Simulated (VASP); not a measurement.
# CuAu (R-3m) in VASP: notebook, part 2 of 2

VASP 6.6.1. The steps go on from the part before.

### 5 Single point, r2SCAN

This run uses another cell than the first one, of 15.04 Å³/atom, 0.942 times its volume.

File POSCAR:

```
CuAu
1.0
    1.4333716108      0.8275574853      4.2276049958
   -1.4333716108      0.8275574853      4.2276049958
    0.0000000000     -1.6551149707      4.2276049958
Au Cu
1 1
Direct
    0.0000000000      0.0000000000      0.0000000000
    0.5000000000      0.5000000000      0.5000000000
```

File INCAR.step1:

```
PREC = Accurate
ENCUT = 520
ISMEAR = -1
SIGMA = 0.05
LREAL = F
LASPH = T
NELM = 100
NBANDS = 18
GGA = PE
ALGO = Normal
EDIFF = 1E-4
LWAVE = T
LCHARG = F
```

File INCAR.step2:

```
PREC = Accurate
ENCUT = 520
EDIFF = 1E-7
ISMEAR = -1
SIGMA = 0.05
LREAL = F
LASPH = T
NELM = 100
ALGO = Normal
ISIF = 2
LWAVE = F
LCHARG = T
METAGGA = R2SCAN
LMIXTAU = T
LELF = T
LVHAR = T
NBANDS = 18
ISTART = 1
```

File KPOINTS:

```
regular mesh
0
Gamma
  11 11 11
```

Potentials or basis: VASP PAW PBE potentials, release 64 (Au, Cu).

Launch:

```console
$ cat potpaw_PBE.64/Au/POTCAR potpaw_PBE.64/Cu/POTCAR > POTCAR
$ cp INCAR.step1 INCAR
$ mpirun -np 1 vasp_std > vasp.out
$ cp INCAR.step2 INCAR
$ mpirun -np 1 vasp_std > vasp.out
```

OUTCAR:

```text
PREC = Accurate
   ENCUT = 520
   EDIFF = 1E-7
   ISMEAR = -1
   LREAL = F
   LASPH = T
   NELM = 100
   ISIF = 2
   METAGGA = R2SCAN
   ISTART = 1

 ion  position               nearest neighbor table
   1  0.000  0.000  0.000-   2 2.68   2 2.68   2 2.68   2 2.68   2 2.68   2 2.68
   2  0.500  0.500  0.500-   1 2.68   1 2.68   1 2.68   1 2.68   1 2.68   1 2.68

  LATTYP: Found a trigonal (rhomboedric) cell.
 ALAT       =     4.5400495115
 COS(alpha) =     0.8006453295

  Lattice vectors:

 A1 = (   1.4333716108,   0.8275574853,   4.2276049958)
 A2 = (  -1.4333716108,   0.8275574853,   4.2276049958)
 A3 = (   0.0000000000,  -1.6551149707,   4.2276049958)

Analysis of symmetry for initial positions (statically):
=====================================================================
 Subroutine PRICEL returns:
 Original cell was already a primitive cell.

 Routine SETGRP: Setting up the symmetry group for a
 trigonal (rhombohedral) supercell.

 Subroutine GETGRP returns: Found 12 space group operations
 (whereof 12 operations were pure point group operations)
 out of a pool of 12 trial point group operations.

The static configuration has the point symmetry D_3d.

Analysis of symmetry for dynamics (positions and initial velocities):
=====================================================================
 Subroutine PRICEL returns:
 Original cell was already a primitive cell.

 Routine SETGRP: Setting up the symmetry group for a
 trigonal (rhombohedral) supercell.

 Subroutine GETGRP returns: Found 12 space group operations
 (whereof 12 operations were pure point group operations)
 out of a pool of 12 trial point group operations.

The dynamic configuration has the point symmetry D_3d.

 Subroutine INISYM returns: Found 12 space group operations
 (whereof 12 operations are pure point group operations),
 and found     1 'primitive' translations

----------------------------------------------------------------------------------------

                                     Primitive cell

  volume of cell :      30.0886

  direct lattice vectors                    reciprocal lattice vectors
     1.433371611  0.827557485  4.227604996     0.348827894  0.201395878  0.078846849
    -1.433371611  0.827557485  4.227604996    -0.348827894  0.201395878  0.078846849
     0.000000000 -1.655114971  4.227604996     0.000000000 -0.402791757  0.078846849

  length of vectors
     4.540049511  4.540049511  4.540049511     0.410436384  0.410436384  0.410436384

  position of ions in fractional coordinates (direct lattice)
     0.000000000  0.000000000  0.000000000
     0.500000000  0.500000000  0.500000000

  ion indices of the primitive-cell ions
   primitive index   ion index
                 1           1
                 2           2

----------------------------------------------------------------------------------------

 KPOINTS: regular mesh

Automatic generation of k-mesh.
 Grid dimensions read from file:
 generate k-points for:   11   11   11

 Generating k-lattice:

  Cartesian coordinates                     Fractional coordinates (reciprocal lattice)
     0.031711627  0.018308716  0.007167895     0.090909091  0.000000000  0.000000000
    -0.031711627  0.018308716  0.007167895     0.000000000  0.090909091  0.000000000
     0.000000000 -0.036617432  0.007167895     0.000000000  0.000000000  0.090909091

  Length of vectors
     0.037312399  0.037312399  0.037312399

  Shift w.r.t. Gamma in fractional coordinates (k-lattice)
     0.000000000  0.000000000  0.000000000

 Subroutine IBZKPT returns following result:
 ===========================================

 Found    146 irreducible k-points:

 Following reciprocal coordinates:
            Coordinates               Weight
  0.000000  0.000000  0.000000      1.000000
  0.090909  0.000000  0.000000      6.000000
  0.181818  0.000000  0.000000      6.000000
  0.272727  0.000000  0.000000      6.000000
  0.363636 -0.000000  0.000000      6.000000
  0.454545  0.000000  0.000000      6.000000
[... 16 lines left out ...]
 -0.272727  0.181818 -0.000000     12.000000
 -0.181818  0.181818  0.000000      6.000000
 [... further k-points ...]
   k-points           NKPTS =    146   k-points in BZ     NKDIM =    146   number of bands    NBANDS=     18
   number of dos      NEDOS =    301   number of ions     NIONS =      2
   total plane-waves  NPLWV =  46656
   dimension x,y,z NGX =    36 NGY =   36 NGZ =   36
   dimension x,y,z NGXF=    72 NGYF=   72 NGZF=   72
   ions per type =               1   1
   NGX,Y,Z   is equivalent  to a cutoff of  13.18, 13.18, 13.18 a.u.
   NGXF,Y,Z  is equivalent  to a cutoff of  26.36, 26.36, 26.36 a.u.
 SYSTEM =  unknown system
   PREC   = accura    normal or accurate (medium, high low for compatibility)
   ISTART =      1    job   : 0-new  1-cont  2-samecut
   ICHARG =      0    charge: 1-file 2-atom 10-const
   ISPIN  =      1    spin polarized calculation?
   LNONCOLLINEAR =      F non collinear calculations
   LSORBIT =      F    spin-orbit coupling
   LASPH  =      T    aspherical Exc in radial PAW
   ENCUT  =  520.0 eV  38.22 Ry    6.18 a.u.   8.44  8.44  8.44*2*pi/ulx,y,z
   NELM   =    100;   NELMIN=  2; NELMDL=  0     # of ELM steps
   EDIFF  = 0.1E-06   stopping-criterion for ELM
   LREAL  =      F    real-space projection
   EDIFFG = 0.1E-05   stopping-criterion for IOM
   NSW    =      0    number of steps for IOM
   IBRION =     -1    ionic relax: 0-MD 1-quasi-New 2-CG
   NFREE  =      0    steps in history (QN), initial steepest desc. (CG)
   ISIF   =      2    stress and relaxation
   ISYM   =      2    0-nonsym 1-usesym 2-fastsym
   POTIM  = 0.5000    time-step for ionic-motion
   TEBEG  =    0.0;   TEEND  =   0.0 temperature during run
   PSTRESS=    0.0 pullay stress
   NELECT =      22.0000    total number of electrons
   NUPDOWN=      -1.0000    fix difference up-down
   EMIN   =  10.00;   EMAX   =-10.00  energy-range for DOS
   EFERMI =   0.00;   METHOD = LEGACY
   ISMEAR =    -1;   SIGMA  =   0.05  broadening in eV -4-tet -1-fermi 0-gaus
   EFERMI_NEDOS =   21; number of points for ismear=-14 and -15
   IALGO  =     38    algorithm
   IMIX   =      4    mixing-type and parameters
     AMIX     =   0.40;   BMIX     =  1.00
     AMIX_MAG =   1.60;   BMIX_MAG =  1.00
  volume/ion in A,a.u.               =      15.04       101.52
  Fermi-wavevector in a.u.,A,eV,Ry     =   1.474851  2.787064 29.595200  2.175186
  Thomas-Fermi vector in A             =   2.589572
   LORBIT       =      0    0 simple, 1 ext, 2 COOP (PROOUT), +10 PAW based schemes
   METAGGA = R2SCAN    functional components
   LHFCALC =     F    Hartree Fock is set to
   AEXX    =    0.0000 exact exchange contribution
   IVDW    =     0    specifies the selected vdW correction
   LEPSILON=     F    determine dielectric tensor
   LRPA    =     F    only Hartree local field effects (RPA)
 non-spin polarized calculation
  energy-cutoff  :      520.00
  volume of cell :       30.09
 maximum number of plane-waves:       834
 NGX is ok and might be reduce to    36
   NGX = 17   NGY = 17   NGZ = 17

 number of electron      22.0000002 magnetization

 Free energy of the ion-electron system (eV)
  ---------------------------------------------------
  ext. energy  EPLUGINS =         0.00000000
  ---------------------------------------------------
  free energy    TOTEN  =       -61.37650382 eV

  energy without entropy =      -61.36886094  energy(sigma->0) =      -61.37268238

 E-fermi :   8.2249     XC(G=0): -13.3586

 val. band max:        8.2186804753   @ k =  -0.2727   0.2727   0.0909
 cond. band min:       8.2547888902   @ k =   0.4545   0.2727   0.1818
 fundamental gap:      0.0361084149
 Fermi energy:         8.2249354830

 k-point     1 :       0.0000    0.0000    0.0000
  band No.  band energies     occupation
      1      -1.6883      2.00000
      2       1.3448      2.00000
      3       3.0858      2.00000
      4       3.0858      2.00000
      5       4.1401      2.00000
      6       4.1401      2.00000
[... 10 lines left out ...]
     17      26.3932      0.00000
     18      29.2676      0.00000
[... 463 lines left out ...]
 k-point    24 :      -0.1818    0.1818    0.0000
  band No.  band energies     occupation
      1       0.9498      2.00000
      2       2.3670      2.00000
      3       2.6403      2.00000
      4       2.6502      2.00000
      5       3.7327      2.00000
      6       5.0656      2.00000
[... 10 lines left out ...]
     17      21.3217      0.00000
     18      28.6047      0.00000

 [... further k-points ...]

------------------------ aborting loop because EDIFF is reached ----------------------------------------

  FORCE on cell =-STRESS in cart. coord.  units (eV):
  Direction    XX          YY          ZZ          XY          YZ          ZX
  --------------------------------------------------------------------------------------
  -------------------------------------------------------------------------------------
  Total       -0.3714417     -0.3714417     -0.1813730     -0.0000000      0.0000000     -0.0000000
  in kB      -19.7787392    -19.7787392     -9.6578548     -0.0000000      0.0000000     -0.0000000
  external PRESSURE =     -16.4051110 kB  Pullay stress =       0.0000000 kB

 VOLUME and BASIS-vectors are now :
 -----------------------------------------------------------------------------
  energy-cutoff  :      520.00
  volume of cell :       30.09
      direct lattice vectors                 reciprocal lattice vectors
     1.433371611  0.827557485  4.227604996     0.348827894  0.201395878  0.078846849
    -1.433371611  0.827557485  4.227604996    -0.348827894  0.201395878  0.078846849
     0.000000000 -1.655114971  4.227604996     0.000000000 -0.402791757  0.078846849

 POSITION                                       TOTAL-FORCE (eV/Angst)
 -----------------------------------------------------------------------------------
      0.00000      0.00000      0.00000         0.000000      0.000000      0.000000
      0.00000     -0.00000      6.34141         0.000000     -0.000000     -0.000000
 -----------------------------------------------------------------------------------
    total drift:                                0.000000     -0.000000      0.000000

  FREE ENERGIE OF THE ION-ELECTRON SYSTEM (eV)
  ---------------------------------------------------
  free  energy   TOTEN  =       -61.3765038157 eV

  energy  without entropy=      -61.3688609408  energy(sigma->0) =      -61.37268238
```

OUTCAR.step1:

```text
PREC = Accurate
   ENCUT = 520
   ISMEAR = -1
   LREAL = F
   LASPH = T
   NELM = 100
[... 724 lines left out ...]
 -----------------------------------------------------------------------------------
      0.00000      0.00000      0.00000         0.000000      0.000000     -0.000000
      0.00000     -0.00000      6.34141        -0.000000     -0.000000      0.000000
 -----------------------------------------------------------------------------------
    total drift:                                0.000000     -0.000000      0.000000

  FREE ENERGIE OF THE ION-ELECTRON SYSTEM (eV)
  ---------------------------------------------------
  free  energy   TOTEN  =        -6.9171282700 eV

  energy  without entropy=       -6.9091813260  energy(sigma->0) =       -6.91315480
```

Wall time 4.1 min (1 thread of Intel Xeon 6975P-C (Granite Rapids), shared host); peak memory 0.27 GiB.

What came out:

```yaml
Free_energy: -61.3765 eV
Pressure: -1.6 GPa
Band_gap_on_the_k_mesh: zero (band 11 reaches 10.38 eV, above the bottom of band 12 at 5.90 eV)
```

Caveat: the PAW data sets were made with another functional, which shifts forces and pressure a little; spin-orbit coupling is left out, which moves the levels of the heavy elements.

### 6 Overview

| level | potentials or basis | cell | gap on the mesh (eV) | pressure (GPa) |
| --- | --- | --- | --- | --- |
| LDA | VASP PAW LDA potentials, release 64 (Au, Cu) | a = 4.631 Å, angles 36.8°, 2 atoms | none | -16.1 |
| PBEsol | VASP PAW PBE potentials, release 64 (Au, Cu) | a = 4.631 Å, angles 36.8°, 2 atoms | none | -12.5 |
| LDA | VASP PAW LDA potentials, release 64 (Au, Cu) | a = 4.660 Å, angles 36.8°, 2 atoms | none | -17.7 |
| r2SCAN | VASP PAW PBE potentials, release 64 (Au, Cu) | a = 4.540 Å, angles 36.8°, 2 atoms | none | -1.6 |

Alike in all rows: task single point; no spin polarisation; k mesh 11 × 11 × 11; cutoff (eV) 520; smearing fermi-dirac 0.05 eV.

Caveats: spin-orbit coupling is left out, which moves the levels of the heavy elements; the PAW data sets were made with another functional, which shifts forces and pressure a little (some runs).

Total energies depend on the potentials used, so only differences within one code and one set of settings carry meaning.
